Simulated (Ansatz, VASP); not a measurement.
# One calculation of Cd4Se3S, two programs

```
Cd Se S
1.0
     4.33486    0.00000    0.00000
    -2.16743    3.75410    0.00000
     0.00000    0.00000   14.15424
Cd Se S
4 3 1
Direct
  0.66667 0.33333 0.99217
  0.66667 0.33333 0.50239
  0.00000 0.00000 0.24737
  0.00000 0.00000 0.75754
  0.66667 0.33333 0.18220
  0.66667 0.33333 0.69206
  0.00000 0.00000 0.43708
  0.00000 0.00000 0.93919
```

Alike in both runs: task single point; functional PBE; k mesh 6 × 6 × 1; occupations gaussian, width 0.1 eV; no spin polarisation.

|  | VASP | Ansatz |
| --- | --- | --- |
| version | VASP 6.6.1 | Ansatz 0.2.0 |
| potentials or method | VASP PAW PBE potentials, release 64 (Cd, Se, S), cutoff 520 eV | scalar-relativistic, plane waves, PAW |
| valence electrons in the cell | 72 | 134 |

|  | VASP | Ansatz | Ansatz less VASP |
| --- | --- | --- | --- |
| gap on the k mesh at the Fermi level (eV) | 0.59 | 0.59 | +0.002 |
| least direct gap on the mesh (eV) | 0.59 | 0.59 | +0.002 |
| pressure (GPa) | 0.2 | 0.0 | -0.26 |
| rms of the force components (eV/Å) | 0.004 | 0.002 | -0.0012 |

Atom by atom the forces differ by 0.002 eV/Å (rms over components). The functional is the same, so the differences come from potentials, cutoffs and numerics. VASP's potentials hold 72 valence electrons a cell and Ansatz's 134, so a difference there can come from the potentials and not from the codes.

The k mesh is coarse, so the values compare programs but aren't converged.
